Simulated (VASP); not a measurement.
Runs of VASP 6.6.1 on CuO. The structure is that of space group Pm-3m (No. 221), or close to it. The cells are those of the table. 

```csv
task,cell,k mesh,cutoff (eV),gap on the mesh (eV),pressure (GPa),moment (μB)
single point,"a = 2.856 Å, 2 atoms",6 × 6 × 6,520,none,(b),1.01
single point,"a = 2.646 Å, 2 atoms",6 × 6 × 6,520,none,(a),0.98
relaxation of cell and atoms,"relaxed from a = 2.856 Å, 2 atoms",6 × 6 × 6,600,none,0.2,0.98
single point,"a = 2.646 Å, 2 atoms",20 × 20 × 20,520,none,0.1,1.00
```

Alike in all rows: level PBE; potentials or basis VASP PAW PBE potentials, release 64 (Cu, O); spin collinear, ferromagnetic start; smearing gaussian 0.1 eV.

Problem. Estimate the missing entries.

Solution. (a) -0.1; (b) -21.0.

Caveats: some runs use coarse meshes; a cell with one magnetic atom can't hold antiferromagnetic order, which such compounds often take; semilocal functionals often make such compounds metallic where correlation or magnetic order opens a gap, which also shifts bond lengths.

A gap of «none» marks levels without a gap at the run's occupations.
